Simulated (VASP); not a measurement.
# Cu (Cmcm) in VASP: further runs

The runs below take Cu through single point, with PBEsol.

All numbers are computed with VASP 6.6.1; they aren't measurements. Logs are shortened: lines on timing, memory, paths and dates and some standing lists are left out, and cuts for length are marked.

### 1 The cell of the first run

The structure is orthorhombic, space group Cmcm (No. 63). The conventional cell has a = 2.403 Å, b = 7.822 Å, c = 2.450 Å, α = 90.00°, β = 90.00°, γ = 90.00°. Within 3.2 Å of Cu (site symmetry m2m) lie 10 Cu at 2.40 to 2.50 Å.

### 2 Single point, PBEsol

INCAR reads:

```
SYSTEM = Cu
PREC     = Accurate       ! precision mode
ENCUT    = 520            ! plane-wave cutoff, eV
EDIFF    = 1E-7           ! SCF threshold, eV
ISMEAR   = -1             ! smearing method
SIGMA    = 0.05           ! smearing width, eV
LREAL    = .False.        ! projectors in reciprocal space
LASPH    = .True.         ! aspherical terms in the spheres
NELM     = 60             ! most SCF steps
ALGO     = Normal         ! electronic algorithm
ISIF     = 2              ! what is computed and relaxed
LWAVE    = .False.        ! write WAVECAR
LCHARG   = .False.        ! write CHGCAR
GGA      = PS             ! functional
NBANDS   = 18             ! bands
```

KPOINTS reads:

```
regular mesh
0
Gamma
  11 11 11
  0 0 0
```

POSCAR reads:

```
Cu
1.0
    1.2017052031     -3.9110225556      0.0000000000
    1.2017052031      3.9110225556      0.0000000000
    0.0000000000      0.0000000000      2.4498676933
Cu
2
Direct
    0.8664428247      0.1335571753      0.7500000000
    0.1335571753      0.8664428247      0.2500000000
```

Potentials or basis: VASP PAW PBE potentials, release 64 (Cu).

The run is started by

```sh
$ cat potpaw_PBE.64/Cu/POTCAR > POTCAR
$ mpirun -np 1 vasp_std > vasp.out
```

OUTCAR:

```text
SYSTEM = Cu
   PREC = Accurate
   ENCUT = 520
   EDIFF = 1E-7
   ISMEAR = -1
   LREAL = .False.
   LASPH = .True.
   NELM = 60
   ISIF = 2
   GGA = PS

 ion  position               nearest neighbor table
   1  0.866  0.134  0.750-   2 2.42   2 2.42   2 2.50   2 2.50   2 2.50   2 2.50
   2  0.134  0.866  0.250-   1 2.42   1 2.42   1 2.50   1 2.50   1 2.50   1 2.50

  LATTYP: Found a base centered orthorhombic cell.
 ALAT       =     2.4034104062
 B/A-ratio  =     3.2545607238
 C/A-ratio  =     1.0193297354

  Lattice vectors:

 A1 = (   1.2017052031,  -3.9110225556,   0.0000000000)
 A2 = (   1.2017052031,   3.9110225556,   0.0000000000)
 A3 = (   0.0000000000,   0.0000000000,   2.4498676933)

Analysis of symmetry for initial positions (statically):
=====================================================================
 Subroutine PRICEL returns:
 Original cell was already a primitive cell.

 Routine SETGRP: Setting up the symmetry group for a
 base centered orthorhombic supercell.

 Subroutine GETGRP returns: Found  8 space group operations
 (whereof  4 operations were pure point group operations)
 out of a pool of  8 trial point group operations.

The static configuration has the point symmetry C_2h.
 The point group associated with its full space group is D_2h.

Analysis of symmetry for dynamics (positions and initial velocities):
=====================================================================
 Subroutine PRICEL returns:
 Original cell was already a primitive cell.

 Routine SETGRP: Setting up the symmetry group for a
 base centered orthorhombic supercell.

 Subroutine GETGRP returns: Found  8 space group operations
 (whereof  4 operations were pure point group operations)
 out of a pool of  8 trial point group operations.

The dynamic configuration has the point symmetry C_2h.
 The point group associated with its full space group is D_2h.

 Subroutine INISYM returns: Found  8 space group operations
 (whereof  4 operations are pure point group operations),
 and found     1 'primitive' translations

----------------------------------------------------------------------------------------

                                     Primitive cell

  volume of cell :      23.0282

  direct lattice vectors                    reciprocal lattice vectors
     1.201705203 -3.911022556  0.000000000     0.416075422 -0.127843804  0.000000000
     1.201705203  3.911022556  0.000000000     0.416075422  0.127843804  0.000000000
     0.000000000  0.000000000  2.449867693     0.000000000  0.000000000  0.408185308

  length of vectors
     4.091478073  4.091478073  2.449867693     0.435273242  0.435273242  0.408185308

  position of ions in fractional coordinates (direct lattice)
     0.866442825  0.133557175  0.750000000
     0.133557175  0.866442825  0.250000000

  ion indices of the primitive-cell ions
   primitive index   ion index
                 1           1
                 2           2

----------------------------------------------------------------------------------------

 KPOINTS: regular mesh

Automatic generation of k-mesh.
 Grid dimensions read from file:
 generate k-points for:   11   11   11

 Generating k-lattice:

  Cartesian coordinates                     Fractional coordinates (reciprocal lattice)
     0.037825038 -0.011622164  0.000000000     0.090909091  0.000000000  0.000000000
     0.037825038  0.011622164  0.000000000     0.000000000  0.090909091  0.000000000
     0.000000000  0.000000000  0.037107755     0.000000000  0.000000000  0.090909091

  Length of vectors
     0.039570295  0.039570295  0.037107755

  Shift w.r.t. Gamma in fractional coordinates (k-lattice)
     0.000000000  0.000000000  0.000000000

 Subroutine IBZKPT returns following result:
 ===========================================

 Found    216 irreducible k-points:

 Following reciprocal coordinates:
            Coordinates               Weight
  0.000000  0.000000  0.000000      1.000000
  0.090909  0.000000  0.000000      4.000000
  0.181818  0.000000  0.000000      4.000000
  0.272727  0.000000  0.000000      4.000000
  0.363636 -0.000000  0.000000      4.000000
  0.454545 -0.000000  0.000000      4.000000
[... 16 lines left out ...]
 -0.272727  0.181818  0.000000      4.000000
 -0.181818  0.181818  0.000000      2.000000
 [... further k-points ...]
   k-points           NKPTS =    216   k-points in BZ     NKDIM =    216   number of bands    NBANDS=     18
   number of dos      NEDOS =    301   number of ions     NIONS =      2
   total plane-waves  NPLWV =  16200
   dimension x,y,z NGX =    30 NGY =   30 NGZ =   18
   dimension x,y,z NGXF=    60 NGYF=   60 NGZF=   36
   ions per type =               2
   NGX,Y,Z   is equivalent  to a cutoff of  12.19, 12.19, 12.21 a.u.
   NGXF,Y,Z  is equivalent  to a cutoff of  24.38, 24.38, 24.43 a.u.
 SYSTEM =  Cu
   PREC   = accura    normal or accurate (medium, high low for compatibility)
   ISTART =      0    job   : 0-new  1-cont  2-samecut
   ICHARG =      2    charge: 1-file 2-atom 10-const
   ISPIN  =      1    spin polarized calculation?
   LNONCOLLINEAR =      F non collinear calculations
   LSORBIT =      F    spin-orbit coupling
   LASPH  =      T    aspherical Exc in radial PAW
   ENCUT  =  520.0 eV  38.22 Ry    6.18 a.u.   7.61  7.61  4.56*2*pi/ulx,y,z
   NELM   =     60;   NELMIN=  2; NELMDL= -5     # of ELM steps
   EDIFF  = 0.1E-06   stopping-criterion for ELM
   LREAL  =      F    real-space projection
   EDIFFG = 0.1E-05   stopping-criterion for IOM
   NSW    =      0    number of steps for IOM
   IBRION =     -1    ionic relax: 0-MD 1-quasi-New 2-CG
   NFREE  =      0    steps in history (QN), initial steepest desc. (CG)
   ISIF   =      2    stress and relaxation
   ISYM   =      2    0-nonsym 1-usesym 2-fastsym
   POTIM  = 0.5000    time-step for ionic-motion
   TEBEG  =    0.0;   TEEND  =   0.0 temperature during run
   PSTRESS=    0.0 pullay stress
   NELECT =      22.0000    total number of electrons
   NUPDOWN=      -1.0000    fix difference up-down
   EMIN   =  10.00;   EMAX   =-10.00  energy-range for DOS
   EFERMI =   0.00;   METHOD = LEGACY
   ISMEAR =    -1;   SIGMA  =   0.05  broadening in eV -4-tet -1-fermi 0-gaus
   EFERMI_NEDOS =   21; number of points for ismear=-14 and -15
   IALGO  =     38    algorithm
   IMIX   =      4    mixing-type and parameters
     AMIX     =   0.40;   BMIX     =  1.00
     AMIX_MAG =   1.60;   BMIX_MAG =  1.00
  volume/ion in A,a.u.               =      11.51        77.70
  Fermi-wavevector in a.u.,A,eV,Ry     =   1.612360  3.046919 35.371144  2.599706
  Thomas-Fermi vector in A             =   2.707603
   LORBIT       =      0    0 simple, 1 ext, 2 COOP (PROOUT), +10 PAW based schemes
   GGA     = PS    functional components
   LHFCALC =     F    Hartree Fock is set to
   AEXX    =    0.0000 exact exchange contribution
   IVDW    =     0    specifies the selected vdW correction
   LEPSILON=     F    determine dielectric tensor
   LRPA    =     F    only Hartree local field effects (RPA)
 non-spin polarized calculation
  energy-cutoff  :      520.00
  volume of cell :       23.03
 maximum number of plane-waves:       638
   NGX = 15   NGY = 15   NGZ =  9

 number of electron      21.9999991 magnetization

 Free energy of the ion-electron system (eV)
  ---------------------------------------------------
  ext. energy  EPLUGINS =         0.00000000
  ---------------------------------------------------
  free energy    TOTEN  =        -8.29255490 eV

  energy without entropy =       -8.28874275  energy(sigma->0) =       -8.29064883

 E-fermi :   7.7280     XC(G=0): -13.0224

 val. band max:        7.7035442890   @ k =  -0.3636   0.3636   0.3636
 cond. band min:       7.7664593299   @ k =  -0.4545   0.3636   0.4545
 fundamental gap:      0.0629150409
 Fermi energy:         7.7279827856

 k-point     1 :       0.0000    0.0000    0.0000
  band No.  band energies     occupation
      1      -1.8687      2.00000
      2       2.5173      2.00000
      3       3.3207      2.00000
      4       3.8233      2.00000
      5       4.5487      2.00000
      6       4.8804      2.00000
[... 10 lines left out ...]
     17      27.6635      0.00000
     18      29.7717      0.00000

 k-point     2 :       0.0909    0.0000    0.0000
  band No.  band energies     occupation
      1      -1.6230      2.00000
      2       2.6101      2.00000
      3       3.4149      2.00000
      4       3.9109      2.00000
      5       4.5778      2.00000
      6       4.8666      2.00000
[... 10 lines left out ...]
     17      28.3133      0.00000
     18      31.4401      0.00000

 k-point     3 :       0.1818    0.0000    0.0000
  band No.  band energies     occupation
      1      -0.9076      2.00000
      2       2.8356      2.00000
      3       3.6578      2.00000
      4       4.1143      2.00000
      5       4.5307      2.00000
      6       4.6538      2.00000
[... 10 lines left out ...]
     17      28.6303      0.00000
     18      31.8980      0.00000

 k-point     4 :       0.2727    0.0000    0.0000
  band No.  band energies     occupation
      1       0.1946      2.00000
      2       3.0566      2.00000
      3       3.8291      2.00000
      4       3.9307      2.00000
      5       4.6099      2.00000
      6       4.7421      2.00000
[... 375 lines left out ...]
      4       4.1570      2.00000
      5       4.2726      2.00000
      6       4.8342      2.00000
[... 10 lines left out ...]
     17      28.9082      0.00000
     18      29.5636      0.00000

 k-point    23 :      -0.2727    0.1818    0.0000
  band No.  band energies     occupation
      1      -1.1227      2.00000
      2       2.4414      2.00000
      3       3.2930      2.00000
      4       3.9880      2.00000
      5       4.5847      2.00000
      6       4.7453      2.00000
[... 10 lines left out ...]
     17      28.5650      0.00000
     18      29.9741      0.00000

 k-point    24 :      -0.1818    0.1818    0.0000
  band No.  band energies     occupation
      1      -1.5296      2.00000
      2       2.4141      2.00000
      3       3.2406      2.00000
      4       3.8795      2.00000
      5       4.6657      2.00000
      6       4.7469      2.00000
[... 10 lines left out ...]
     17      29.5149      0.00000
     18      29.6431      0.00000

 [... further k-points ...]

------------------------ aborting loop because EDIFF is reached ----------------------------------------

  FORCE on cell =-STRESS in cart. coord.  units (eV):
  Direction    XX          YY          ZZ          XY          YZ          ZX
  --------------------------------------------------------------------------------------
  -------------------------------------------------------------------------------------
  Total        0.7912293      0.8189904      0.8144915      0.0000000      0.0000000      0.0000000
  in kB       55.0493300     56.9807925     56.6677891      0.0000000      0.0000000      0.0000000
  external PRESSURE =      56.2326372 kB  Pullay stress =       0.0000000 kB

 VOLUME and BASIS-vectors are now :
 -----------------------------------------------------------------------------
  energy-cutoff  :      520.00
  volume of cell :       23.03
      direct lattice vectors                 reciprocal lattice vectors
     1.201705203 -3.911022556  0.000000000     0.416075422 -0.127843804  0.000000000
     1.201705203  3.911022556  0.000000000     0.416075422  0.127843804  0.000000000
     0.000000000  0.000000000  2.449867693     0.000000000  0.000000000  0.408185308

 POSITION                                       TOTAL-FORCE (eV/Angst)
 -----------------------------------------------------------------------------------
      1.20171     -2.86633      1.83740         0.000000     -0.004925     -0.000000
      1.20171      2.86633      0.61247         0.000000      0.004925      0.000000
 -----------------------------------------------------------------------------------
    total drift:                                0.000000      0.000000      0.000000

  FREE ENERGIE OF THE ION-ELECTRON SYSTEM (eV)
  ---------------------------------------------------
  free  energy   TOTEN  =        -8.2925549020 eV

  energy  without entropy=       -8.2887427519  energy(sigma->0) =       -8.29064883
```

It took 42 s on 1 thread of Intel Xeon 6975P-C (Granite Rapids), shared host; peak memory 0.2 GiB.

Results:

```
Free energy            : -8.2926 eV
Pressure               : 5.6 GPa
Largest force          : 0.005 eV/Å
Band gap on the k mesh : zero (bands 11 and 12 overlap by 5.51 eV)
```

Forces on the atoms (eV/Å):
```
Cu   0.000 -0.005  0.000
Cu   0.000  0.005  0.000
```

Stress tensor (GPa, compression positive):
```
5.50 0.00 0.00
0.00 5.70 0.00
0.00 0.00 5.67
```

Caveat: the cell stands under pressure; the PAW data sets were made with another functional, which shifts forces and pressure a little.

[end of part 1 of 2]

The gap in the log of VASP goes by the Fermi energy; the results here count the filled bands.